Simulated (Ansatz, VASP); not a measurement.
**AlGaN2 in VASP and in Ansatz**

```
Al Ga N
1.0
     3.11529    0.00000    0.00000
     0.00000    3.11529    0.00000
     0.00000    0.00000    8.76866
Al Ga N
2 2 4
Direct
  0.50000 0.50000 0.25000
  0.50000 0.50000 0.75000
  0.00000 0.00000 0.00477
  0.00000 0.00000 0.49523
  0.50000 0.00000 0.39141
  0.50000 0.00000 0.84864
  0.00000 0.50000 0.10859
  0.00000 0.50000 0.65136
```

Change from the starting cell: mode 23 (735.8 1/cm) frozen in, largest displacement +0.188 Å.

Alike in both runs: task single point; functional LDA; k mesh 8 × 8 × 4; occupations gaussian, width 0.05 eV; no spin polarisation.

```csv
,VASP,Ansatz
version,VASP 6.6.1,Ansatz 0.2.0
potentials or method,"VASP PAW LDA potentials, release 64 (Al, Ga_d, N), cutoff 520 eV","scalar-relativistic, plane waves, PAW"
valence electrons in the cell,52,52
```

```tsv
	VASP	Ansatz	Ansatz less VASP
gap on the k mesh at the Fermi level (eV)	1.51	1.52	+0.009
least direct gap on the mesh (eV)	1.51	1.52	+0.009
pressure (GPa)	7.4	6.4	-0.98
traceless stress, the component that is largest in VASP (GPa)	-8.53	-8.44	+0.093
rms of the force components (eV/Å)	2.605	2.578	-0.0270
```

LDA's correlation is that of Perdew and Zunger in VASP and of Perdew and Wang (1992) in Ansatz. Atom by atom the forces differ by 0.028 eV/Å (rms over components).
